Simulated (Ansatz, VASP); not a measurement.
**Two plane-wave programs on MgS**

The input INCAR:

```
SYSTEM = MgS
PREC = Accurate
ENCUT = 600
EDIFF = 1E-6
ISMEAR = 0
SIGMA = 0.02
LREAL = .FALSE.
LASPH = .TRUE.
NELM = 60
ALGO = Normal
ISIF = 3
LWAVE = .FALSE.
LCHARG = .FALSE.
GGA = PE
IBRION = 2
NSW = 65
EDIFFG = -0.01
```

File KPOINTS:

```
regular mesh
0
G
  9 9 3
  0 0 0
```

The input POSCAR:

```
MgS
1.0
    3.6979480323      0.0000000000      0.0000000000
   -1.8489740162      3.2025169379      0.0000000000
    0.0000000000      0.0000000000     15.0968651928
Mg S
5 5
Direct
    0.0000000000      0.0000000000      0.0000000000
    0.3333333333      0.6666666667      0.2000000000
    0.0000000000      0.0000000000      0.4000000000
    0.3333333333      0.6666666667      0.6000000000
    0.6666666667      0.3333333333      0.8000000000
    0.6666666667      0.3333333333      0.1000000000
    0.6666666667      0.3333333333      0.3000000000
    0.6666666667      0.3333333333      0.5000000000
    0.0000000000      0.0000000000      0.7000000000
    0.3333333333      0.6666666667      0.9000000000
```

Input for Ansatz:

```yaml
crystal:
  lattice:
    - [3.6979480323, 0.0, 0.0]
    - [-1.8489740162, 3.2025169379, 0.0]
    - [0.0, 0.0, 15.0968651928]
  atoms:
    - { symbol: Mg, position: [0.0, 0.0, 0.0] }
    - { symbol: S, position: [0.6666666667, 0.3333333333, 0.1] }
    - { symbol: Mg, position: [0.3333333333, 0.6666666667, 0.2] }
    - { symbol: S, position: [0.6666666667, 0.3333333333, 0.3] }
    - { symbol: Mg, position: [0.0, 0.0, 0.4] }
    - { symbol: S, position: [0.6666666667, 0.3333333333, 0.5] }
    - { symbol: Mg, position: [0.3333333333, 0.6666666667, 0.6] }
    - { symbol: S, position: [0.0, 0.0, 0.7] }
    - { symbol: Mg, position: [0.6666666667, 0.3333333333, 0.8] }
    - { symbol: S, position: [0.3333333333, 0.6666666667, 0.9] }
basis:
  ecutwfc: 420
kpoints:
  mp_grid: { grid: [9, 9, 3] }
hamiltonian:
  xc: pbe
scf:
  occupations: { method: gaussian, width: 0.02 }
output:
  forces: true
  stress: true
  eigenvalues: true
  populations: true
relax:
  adjacent_minimum: "off"
  f_tol: 0.01
  max_steps: 45
  cell: { stress_tol: 0.05 }
```

Alike in both runs: task relaxation of cell and atoms; functional PBE; k mesh 9 × 9 × 3; occupations gaussian, width 0.02 eV; no spin polarisation.

|  | VASP | Ansatz |
| --- | --- | --- |
| version | VASP 6.6.1 | Ansatz 0.2.0 |
| potentials or method | VASP PAW PBE potentials, release 64 (Mg, S), cutoff 600 eV | scalar-relativistic, plane waves, PAW |
| valence electrons in the cell | 40 | 80 |

|  | VASP | Ansatz | Ansatz less VASP |
| --- | --- | --- | --- |
| gap on the k mesh at the Fermi level, each at its own relaxed structure (eV) | 2.22 | 2.23 | +0.010 |
| relaxed volume (Å³/atom) | 18.12 | 18.20 | +0.081 |
| relaxed cell length with the largest relative difference (Å) | 15.605 | 15.629 | +0.0237 |

VASP's potentials hold 40 valence electrons a cell and Ansatz's 80, so a difference there can come from the potentials and not from the codes.
